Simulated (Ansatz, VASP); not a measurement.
## Two plane-wave programs on CoO

```
Co O
1.0
     0.00000    2.17448    2.17448
     2.17448    0.00000    2.17448
     2.17448    2.17448    0.00000
Co O
1 1
Cartesian
  0.0000 0.0000 0.0000
  1.0872 1.0872 1.0872
```

Alike in both runs: task single point; functional r2SCAN; k mesh 16 × 16 × 16; occupations gaussian, width 0.1 eV; no spin polarisation.

|  | VASP | Ansatz |
| --- | --- | --- |
| version | VASP 6.6.1 | Ansatz 0.2.0 |
| potentials or method | VASP PAW PBE potentials, release 64 (Co, O), cutoff 520 eV | scalar-relativistic, plane waves, PAW |
| valence electrons in the cell | 15 | 23 |

Ansatz gave:

```
gap on the k mesh at the Fermi level (eV) : none
pressure (GPa)                            : -4.0
```

What did VASP give for the same quantities?

gap on the k mesh at the Fermi level (eV): none; pressure (GPa): -3.5.

VASP's potentials were made for PBE, not for r2SCAN. A gap of «none» marks a metal or a gap that the smearing closes. The functional is the same, so the differences come from potentials, cutoffs and numerics. VASP's potentials hold 15 valence electrons a cell and Ansatz's 23, so a difference there can come from the potentials and not from the codes.
